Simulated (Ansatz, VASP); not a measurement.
# One calculation of HfO2, two programs

The input INCAR:

```
SYSTEM = HfO2
ALGO = Normal ; EDIFF = 1E-7
ENCUT = 520 ; GGA = PE
ISIF = 2 ; ISMEAR = -1
LASPH = .TRUE. ; LCHARG = .FALSE.
LREAL = .FALSE. ; LWAVE = .FALSE.
NBANDS = 18 ; NELM = 80
PREC = Accurate ; SIGMA = 0.05
```

KPOINTS

```
k-points
0
G
  8 8 8
  0 0 0
```

Contents of POSCAR:

```
HfO2
1.0
    0.0000000000      2.5319250000      2.5575000000
    2.5319250000      0.0000000000      2.5575000000
    2.5319250000      2.5319250000      0.0000000000
Hf O
1 2
Direct
    0.0000000000      0.0000000000      0.0000000000
    0.7500000000      0.7500000000      0.7500000000
    0.2500000000      0.2500000000      0.2500000000
```

Contents of input.yaml:

```yaml
crystal:
  lattice:
    - [0.0, 2.531925, 2.5575]
    - [2.531925, 0.0, 2.5575]
    - [2.531925, 2.531925, 0.0]
  atoms:
    - { symbol: Hf, position: [0.0, 0.0, 0.0] }
    - { symbol: O, position: [0.75, 0.75, 0.75] }
    - { symbol: O, position: [0.25, 0.25, 0.25] }
hamiltonian:
  xc: pbe
  pseudopotentials: { kind: paw }
kpoints:
  mp_grid: { grid: [8, 8, 8] }
scf:
  occupations: { method: fermi_dirac, width: 0.05 }
output:
  forces: true
  stress: true
  eigenvalues: true
  write_density: true
  write_potential: true
  elf: true
  volumetric_format: npy
```

Alike in both runs: task single point; functional PBE; k mesh 8 × 8 × 8; occupations fermi-dirac, width 0.05 eV; no spin polarisation.

```csv
,VASP,Ansatz
version,VASP 6.6.1,Ansatz 0.2.0
potentials or method,"VASP PAW PBE potentials, release 64 (Hf_pv, O)",Ansatz PAW
plane-wave cutoff (eV),520,420
valence electrons in the cell,22,38
```

|  | VASP | Ansatz | Ansatz less VASP |
| --- | --- | --- | --- |
| gap on the k mesh at the Fermi level (eV) | 3.74 | 3.73 | -0.013 |
| least direct gap on the mesh (eV) | 3.74 | 3.73 | -0.013 |
| pressure (GPa) | -1.2 | 2.5 | +3.72 |
| traceless stress, the component that is largest in VASP (GPa) | -3.12 | -3.06 | +0.057 |

The functional is the same, so the differences come from potentials, cutoffs and numerics. VASP's potentials hold 22 valence electrons a cell and Ansatz's 38, so a difference there can come from the potentials and not from the codes.

Neither program's run includes spin-orbit coupling.
